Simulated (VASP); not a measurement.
# Cd (P6_3/mmc) in VASP: a series of runs, part 2 of 2

VASP 6.6.1. Earlier steps stand in the parts before.

### Step 3. Relaxation of cell and atoms, PBEsol

This run uses another cell than the first one, of 21.59 Å³/atom, 1.030 times its volume.

Input file INCAR:

```
SYSTEM = Cd
  PREC = Accurate
  ENCUT = 600
  EDIFF = 1E-6
  ISMEAR = -1
  SIGMA = 0.02
  LREAL = .False.
  LASPH = .True.
  NELM = 80
  ALGO = Normal
  ISIF = 3
  LWAVE = .False.
  LCHARG = .False.
  GGA = PS
  IBRION = 2
  NSW = 80
  EDIFFG = -0.03
```

Input file KPOINTS:

```
regular mesh
0
Gamma
  10 10 5
  0 0 0
```

Input file POSCAR:

```
Cd
1.0
    2.9788700000      0.0000000000      0.0000000000
   -1.4894350000      2.5797770000      0.0000000000
    0.0000000000      0.0000000000      5.6176500000
Cd
2
Direct
    0.3333333333      0.6666666667      0.2500000000
    0.6666666667      0.3333333333      0.7500000000
```

Potentials or basis: VASP PAW PBE potentials, release 64 (Cd).

Started as:

```sh
cat potpaw_PBE.64/Cd/POTCAR > POTCAR
mpirun -np 1 vasp_std > vasp.out
```

OUTCAR:

```text
SYSTEM = Cd
   PREC = Accurate
   ENCUT = 600
   EDIFF = 1E-6
   ISMEAR = -1
   LREAL = .False.
   LASPH = .True.
   NELM = 80
   ISIF = 3
   GGA = PS
   IBRION = 2
   NSW = 80
   EDIFFG = -0.03

 ion  position               nearest neighbor table
   1  0.333  0.667  0.250-   2 3.29   2 3.29   2 3.29   2 3.29   2 3.29   2 3.29
   2  0.667  0.333  0.750-   1 3.29   1 3.29   1 3.29   1 3.29   1 3.29   1 3.29

  LATTYP: Found a hexagonal cell.
 ALAT       =     2.9788700000
 C/A-ratio  =     1.8858325472

  Lattice vectors:

 A1 = (   2.9788700000,   0.0000000000,   0.0000000000)
 A2 = (  -1.4894350000,   2.5797770000,   0.0000000000)
 A3 = (   0.0000000000,   0.0000000000,   5.6176500000)

Analysis of symmetry for initial positions (statically):
=====================================================================
 Subroutine PRICEL returns:
 Original cell was already a primitive cell.

 Routine SETGRP: Setting up the symmetry group for a
 hexagonal supercell.

 Subroutine GETGRP returns: Found 24 space group operations
 (whereof 12 operations were pure point group operations)
 out of a pool of 24 trial point group operations.

The static configuration has the point symmetry D_3d.
 The point group associated with its full space group is D_6h.

Analysis of symmetry for dynamics (positions and initial velocities):
=====================================================================
 Subroutine PRICEL returns:
 Original cell was already a primitive cell.

 Routine SETGRP: Setting up the symmetry group for a
 hexagonal supercell.

 Subroutine GETGRP returns: Found 24 space group operations
 (whereof 12 operations were pure point group operations)
 out of a pool of 24 trial point group operations.

The dynamic configuration has the point symmetry D_3d.
 The point group associated with its full space group is D_6h.

 Subroutine INISYM returns: Found 24 space group operations
[... 126 lines left out ...]
   LEPSILON=     F    determine dielectric tensor
   LRPA    =     F    only Hartree local field effects (RPA)
 conjugate gradient relaxation of ions
 non-spin polarized calculation
  energy-cutoff  :      600.00
  volume of cell :       43.17
 maximum number of plane-waves:      1462
 NGX is ok and might be reduce to    24
   NGX = 11   NGY = 11   NGZ = 23

--------------------------------------- Ionic step        1  -------------------------------------------

 number of electron      24.0000000 magnetization

 Free energy of the ion-electron system (eV)
  ---------------------------------------------------
  ext. energy  EPLUGINS =         0.00000000
  ---------------------------------------------------
  free energy    TOTEN  =        -2.40905688 eV

  energy without entropy =       -2.40865406  energy(sigma->0) =       -2.40885547

------------------------ aborting loop because EDIFF is reached ----------------------------------------

  FORCE on cell =-STRESS in cart. coord.  units (eV):
  Direction    XX          YY          ZZ          XY          YZ          ZX
  --------------------------------------------------------------------------------------
  -------------------------------------------------------------------------------------
  Total       -0.2865310     -0.2865309     -0.5208413      0.0000000     -0.0000000      0.0000000
  in kB      -10.6339283    -10.6339275    -19.3298108      0.0000000     -0.0000000      0.0000000
  external PRESSURE =     -13.5325555 kB  Pullay stress =       0.0000000 kB
[... 95 lines left out ...]
--------------------------------------- Ionic step        4  -------------------------------------------

 number of electron      24.0000002 magnetization

 Free energy of the ion-electron system (eV)
  ---------------------------------------------------
  ext. energy  EPLUGINS =         0.00000000
  ---------------------------------------------------
  free energy    TOTEN  =        -2.41500367 eV

  energy without entropy =       -2.41460359  energy(sigma->0) =       -2.41480363

 E-fermi :   2.8457     XC(G=0): -11.3545

 val. band max:        2.8438466902   @ k =   0.3000   0.0000   0.0000
 cond. band min:       2.9850131070   @ k =   0.4000   0.0000   0.0000
 fundamental gap:      0.1411664169
 Fermi energy:         2.8456808854

 k-point     1 :       0.0000    0.0000    0.0000
  band No.  band energies     occupation
      1      -6.9569      2.00000
      2      -6.6575      2.00000
      3      -6.2711      2.00000
      4      -6.2711      2.00000
      5      -6.2126      2.00000
      6      -6.2126      2.00000
[... 433 lines left out ...]
      3      -6.6539      2.00000
      4      -6.3405      2.00000
      5      -6.0539      2.00000
      6      -5.8041      2.00000
[... 8 lines left out ...]
     15       7.9571      0.00000
     16       9.8330      0.00000

 [... further k-points ...]

------------------------ aborting loop because EDIFF is reached ----------------------------------------

  FORCE on cell =-STRESS in cart. coord.  units (eV):
  Direction    XX          YY          ZZ          XY          YZ          ZX
  --------------------------------------------------------------------------------------
  -------------------------------------------------------------------------------------
  Total        0.0476227      0.0476227      0.0187465      0.0000000     -0.0000000      0.0000000
  in kB        1.8147803      1.8147802      0.7143818      0.0000000     -0.0000000      0.0000000
  external PRESSURE =       1.4479808 kB  Pullay stress =       0.0000000 kB
[... 17 lines left out ...]
  FREE ENERGIE OF THE ION-ELECTRON SYSTEM (eV)
  ---------------------------------------------------
  free  energy   TOTEN  =        -2.4150036749 eV

  energy  without entropy=       -2.4146035861  energy(sigma->0) =       -2.41480363

 reached required accuracy - stopping structural energy minimisation
```

OSZICAR:

```text
N       E                     dE             d eps       ncg     rms          rms(c)
DAV:   1     0.180546831391E+03    0.18055E+03   -0.14582E+04  1344   0.169E+03
DAV:   2     0.107134047190E+01   -0.17948E+03   -0.17472E+03  1360   0.391E+02
DAV:   3    -0.258084021339E+01   -0.36522E+01   -0.36484E+01  1664   0.660E+01
[... 24 lines left out ...]
DAV:   1    -0.242031137407E+01   -0.58912E-02   -0.24378E-01  1384   0.455E+00    0.353E-01
DAV:   2    -0.241671708987E+01    0.35943E-02   -0.22281E-03  1400   0.665E-01    0.204E-01
DAV:   3    -0.241497947923E+01    0.17376E-02   -0.32927E-03  1432   0.570E-01    0.611E-02
DAV:   4    -0.241500344248E+01   -0.23963E-04   -0.25828E-04  1408   0.225E-01    0.551E-02
DAV:   5    -0.241500367487E+01   -0.23239E-06   -0.95792E-07  1016   0.162E-02
   4 F= -.24150037E+01 E0= -.24148036E+01  d E =-.583713E-03
```

CONTCAR:

```text
Cd
   1.00000000000000
     2.9644337496481268   -0.0000000000000000    0.0000000000000000
    -1.4822168748240634    2.5672748418446001    0.0000000000000000
     0.0000000000000000   -0.0000000000000000    5.5244199524210575
  Cd
     2
Direct
     0.3333333332999970    0.6666666667000030    0.2500000000000000
     0.6666666667000030    0.3333333332999970    0.7500000000000000

  0.00000000E+00  0.00000000E+00  0.00000000E+00
  0.00000000E+00  0.00000000E+00  0.00000000E+00
```

Wall time 73 s (1 thread of Oxide Virtual Turin-like, shared host); peak memory 0.16 GiB.

Results:

```
Free energy                            : -2.4150 eV
Relaxed volume                         : 21.02 Å³/atom
Relaxed cell                           : a = 2.964 Å, b = 2.964 Å, c = 5.524 Å, α = 90.00°, β = 90.00°, γ = 120.00°
Space group after relaxing (to 0.05 Å) : P6_3/mmc (No. 194)
Energy gained by relaxing              : 3.0 meV/atom
Ionic steps                            : 4
Pressure after relaxing                : 0.1 GPa
Band gap on the k mesh                 : zero (band 12 reaches 3.97 eV, above the bottom of band 13 at 0.09 eV)
```

Step by step:
| step | energy change (eV) | largest force (eV/Å) | pressure (GPa) | volume (Å³) |
| --- | --- | --- | --- | --- |
| 1 | 0.0000 | 0.0000 | -1.35 | 43.17 |
| 2 | -0.0054 | 0.0000 | 0.14 | 42.04 |
| 3 | -0.0054 | 0.0000 | 0.13 | 42.04 |
| 4 | -0.0059 | 0.0000 | 0.14 | 42.04 |

Final structure:
```
CELL_PARAMETERS angstrom
2.96443 0.00000 0.00000
-1.48222 2.56727 0.00000
0.00000 0.00000 5.52442
ATOMIC_POSITIONS crystal
Cd 0.33333 0.66667 0.25000
Cd 0.66667 0.33333 0.75000
```

Caveat: the PAW data sets were made with another functional, which shifts forces and pressure a little.
